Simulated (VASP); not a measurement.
Write the native input for VASP 6.6.1 that does the following.

```yaml
Task: relaxation of cell and atoms
Functional: PBE
Potentials_or_basis: VASP PAW PBE potentials, release 64 (Ta_pv, N)
Cutoff: 600 eV
k_mesh: 10 × 10 × 9
Occupations: fermi-dirac, width 0.05 eV
Spin: no spin polarisation
Hubbard_terms: Ta d U = 3.0 eV
Dipole_correction: no
Further_INCAR_settings: ALGO = Normal; EDIFF = 1e-06; IBRION = 2; EDIFFG = -0.01; NSW = 60; ISIF = 3
```

The structure of TaN lies in POSCAR:

```
TaN
1.0
    2.9380011100      0.0000000000      0.0000000000
   -1.4690005500      2.5443836000      0.0000000000
    0.0000000000      0.0000000000      2.8830022100
Ta N
1 1
Direct
    0.3333333333      0.6666666667      0.5000000000
    0.0000000000      0.0000000000      0.0000000000
```

One way to write it, as run:

INCAR

```
SYSTEM = TaN
  PREC = Accurate
  ENCUT = 600
  EDIFF = 1E-6
  ISMEAR = -1
  SIGMA = 0.05
  LREAL = .FALSE.
  LASPH = .TRUE.
  NELM = 150
  ALGO = Normal
  ISIF = 3
  LWAVE = .FALSE.
  LCHARG = .FALSE.
  LMAXMIX = 4
  LDAU = .TRUE.
  LDAUTYPE = 2
  LDAUL = 2 -1
  LDAUU = 3 0
  LDAUJ = 0 0
  LDAUPRINT = 1
  GGA = PE
  IBRION = 2
  NSW = 60
  EDIFFG = -0.01
```

KPOINTS

```
Automatic mesh
0
G
  10 10 9
  0 0 0
```

Potentials or basis: VASP PAW PBE potentials, release 64 (Ta_pv, N).

Launch:

```sh
$ cat potpaw_PBE.64/Ta_pv/POTCAR potpaw_PBE.64/N/POTCAR > POTCAR
$ mpirun -np 1 vasp_std > vasp.out
```

It gave:

```
Relaxed volume                         : 11.24 Å³/atom
Relaxed cell                           : a = 2.978 Å, b = 2.978 Å, c = 2.926 Å, α = 90.00°, β = 90.00°, γ = 120.00°
Space group after relaxing (to 0.05 Å) : P-6m2 (No. 187)
Energy gained by relaxing              : 20.9 meV/atom
Ionic steps                            : 10
Pressure after relaxing                : 0.0 GPa
Band gap on the k mesh                 : zero (band 8 reaches 8.54 eV, above the bottom of band 9 at 8.23 eV)
```

Caveat: spin-orbit coupling is left out, which moves the levels of the heavy elements; U without spin polarisation on a metal has little footing.

Run time: 53 s on 1 thread of Intel(R) Xeon(R) Platinum 8259CL CPU @ 2.50GHz (Skylake/Cascade Lake), with other jobs on the host, peak memory 0.16 GiB.
